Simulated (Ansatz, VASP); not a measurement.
# One calculation of AlNi, two programs

```xyz
32
Lattice="0.0000 5.7837 5.7837 5.7837 0.0000 5.7837 5.7837 5.7837 0.0000" Properties=species:S:1:pos:R:3 pbc="T T T"
Al    1.4459    1.4459    1.4459
Al    4.3377    4.3377    4.3377
Al    4.3377    4.3377    1.4459
Al    7.2296    7.2296    4.3377
Al    4.3377    1.4459    4.3377
Al    7.2296    4.3377    7.2296
Al    7.2296    4.3377    4.3377
Al   10.1214    7.2296    7.2296
Al    1.4459    4.3377    4.3377
Al    4.3377    7.2296    7.2296
Al    4.3377    7.2296    4.3377
Al    7.2296   10.1214    7.2296
Al    4.3377    4.3377    7.2296
Al    7.2296    7.2296   10.1214
Al    7.2296    7.2296    7.2296
Al   10.1214   10.1214   10.1214
Ni    0.0000    0.0000    0.0000
Ni    2.8918    2.8918    2.8918
Ni    2.8918    2.8918    0.0000
Ni    5.7837    5.7837    2.8918
Ni    2.8918    0.0000    2.8918
Ni    5.7837    2.8918    5.7837
Ni    5.7837    2.8918    2.8918
Ni    8.6755    5.7837    5.7837
Ni    0.0000    2.8918    2.8918
Ni    2.8918    5.7837    5.7837
Ni    2.8918    5.7837    2.8918
Ni    5.7837    8.6755    5.7837
Ni    2.8918    2.8918    5.7837
Ni    5.7837    5.7837    8.6755
Ni    5.7837    5.7837    5.7837
Ni    8.6755    8.6755    8.6755
```

Alike in both runs: task single point; functional PBE; k mesh 4 × 4 × 4; occupations methfessel-paxton of order 1, width 0.1 eV; no spin polarisation.

```csv
,VASP,Ansatz
version,VASP 6.6.1,Ansatz 0.2.0
potentials or method,"VASP PAW PBE potentials, release 64 (Al, Ni), cutoff 520 eV",plane-wave PAW DFT
valence electrons in the cell,208,336
```

|  | VASP | Ansatz | Ansatz less VASP |
| --- | --- | --- | --- |
| pressure (GPa) | 0.2 | 0.1 | -0.11 |

With one functional, cell and mesh, what is left measures potentials, basis and numerics. VASP's potentials hold 208 valence electrons a cell and Ansatz's 336, so a difference there can come from the potentials and not from the codes.
